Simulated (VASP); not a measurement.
In, 1 atom in the cell. It takes space group C2/m (No. 12, monoclinic). The conventional cell has a = 4.354 Å, b = 4.568 Å, c = 3.271 Å, α = 90.00°, β = 130.83°, γ = 90.00°. Within 4.2 Å of In (site symmetry 2/m) lie 12 In at 3.16 to 3.37 Å. 

| Quantity | Value |
| --- | --- |
| Program | VASP 6.6.1 |
| Task | single point |
| Functional | LDA |
| Potentials or basis | VASP PAW LDA potentials, release 64 (In_d) |
| Cutoff | 520 eV |
| k mesh | 12 × 12 × 14 |
| Occupations | fermi-dirac, width 0.01 eV |
| Spin | no spin polarisation |
| Dipole correction | no |
| Further INCAR settings | ALGO = Normal; EDIFF = 1e-06; NBANDS = 12 |

Potentials or basis: VASP PAW LDA potentials, release 64 (In_d).

Run with:

```bash
$ cat potpaw_LDA.64/In_d/POTCAR > POTCAR
$ mpirun -np 1 vasp_std > vasp.out
```

Hardware: 1 thread of Intel(R) Xeon(R) Platinum 8259CL CPU @ 2.50GHz (Skylake/Cascade Lake), on a shared host.

Estimate the wall time of this run.

Wall time 94 s on 1 thread of Intel(R) Xeon(R) Platinum 8259CL CPU @ 2.50GHz (Skylake/Cascade Lake) (shared host), peak memory 0.26 GiB. Counts: scf iterations 10, k points 554.
